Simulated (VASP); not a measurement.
## Ir: single point with LDA

The system is Ir.

```
Ir
1.0
     0.00000    2.00695    2.00695
     2.00695    0.00000    2.00695
     2.00695    2.00695    0.00000
Ir
1
Direct
  0.00000 0.00000 0.00000
```

This cell differs from its parent crystal: volume scaled by 1.15.

```
Program             : VASP 6.6.1
Task                : single point
Functional          : LDA
Potentials or basis : VASP PAW LDA potentials, release 64 (Ir)
Cutoff              : 520 eV
k mesh              : 12 × 12 × 12
Occupations         : tetrahedron
Spin                : non-collinear spin, zero start, spin-orbit coupling
Starting moments    : [[0.0, 0.0, 0.0]] μB
```

```
Pressure                                              : -39.8 GPa
Net moment                                            : 0.00 μB per cell
Valence electrons inside the program's atomic spheres : Ir 8.01
```

Moments on the atoms (μB; x, y, z):
```
Ir  0.00 0.00 0.00
```

Run time: 110 s on 1 thread of Intel Xeon 8259CL, with other jobs on the host, peak memory 0.19 GiB.
